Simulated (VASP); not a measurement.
Runs of VASP 6.6.1 on Cu. The structure is that of space group I4/mmm (No. 139), or close to it. The cells are those of the table. 

```csv
potentials or basis,cell,cutoff (eV),gap on the mesh (eV),pressure (GPa)
"VASP PAW LDA potentials, release 64 (Cu_sv_GW)","a = 2.401 Å, angles 105.6, 105.6, 117.5°, 1 atom",820,none,8.5
"VASP PAW LDA potentials, release 64 (Cu_sv_GW)","a = 2.376 Å, angles 107.1, 107.1, 114.4°, 1 atom",820,none,12.9
"VASP PAW LDA potentials, release 64 (Cu_sv_GW)","a = 2.426 Å, angles 107.1, 107.1, 114.4°, 1 atom",820,none,(b)
"VASP PAW LDA potentials, release 64 (Cu)","a = 2.458 Å, angles 107.1, 107.1, 114.4°, 1 atom",520,none,-5.6
"VASP PAW LDA potentials, release 64 (Cu_sv_GW)","a = 2.384 Å, angles 105.6, 105.6, 117.5°, 1 atom",820,none,(a)
```

Alike in all rows: task single point; level LDA; no spin polarisation; k mesh 24 × 24 × 24; smearing gaussian 0.15 eV.

Problem. Fill in the values left out.

Solution. (a) 13.6; (b) -0.4.

Caveats: the stress differs along the axes, from 7 to 12 GPa (at least some runs); the cell stands under pressure (at least some runs); the cell stands under tension (at least some runs); the stress differs along the axes, from 11 to 18 GPa (at least some runs).

A gap of «none» marks levels without a gap at the run's occupations.

The runs don't all hold the same shells in valence.
